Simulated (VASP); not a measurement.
Here is a VASP 6.6.1 calculation.

The input INCAR:

```
SYSTEM = Cu
ALGO = Normal ; EDIFF = 1E-6
ENCUT = 520 ; GGA = PE
ISIF = 2 ; ISMEAR = 1
LASPH = .TRUE. ; LCHARG = .FALSE.
LREAL = .FALSE. ; LWAVE = .FALSE.
NBANDS = 12 ; NELM = 60
PREC = Accurate ; SIGMA = 0.1
```

The input KPOINTS:

```
k-points
0
G
  38 38 38
  0 0 0
```

POSCAR

```
Cu
1.0
    0.0000000000      1.8144205480      1.8144205480
    1.8144205480      0.0000000000      1.8144205480
    1.8144205480      1.8144205480      0.0000000000
Cu
1
Direct
    0.0000000000      0.0000000000      0.0000000000
```

Potentials or basis: VASP PAW PBE potentials, release 64 (Cu).

Run with:

```console
$ cat potpaw_PBE.64/Cu/POTCAR > POTCAR
$ mpirun -np 1 vasp_std > vasp.out
```

(1) Predict the pressure.

(2) What does it give for the band gap on the k mesh?

Answers

(1) 0.6 GPa.

(2) zero (an odd number of electrons rules out a gap without spin polarisation).
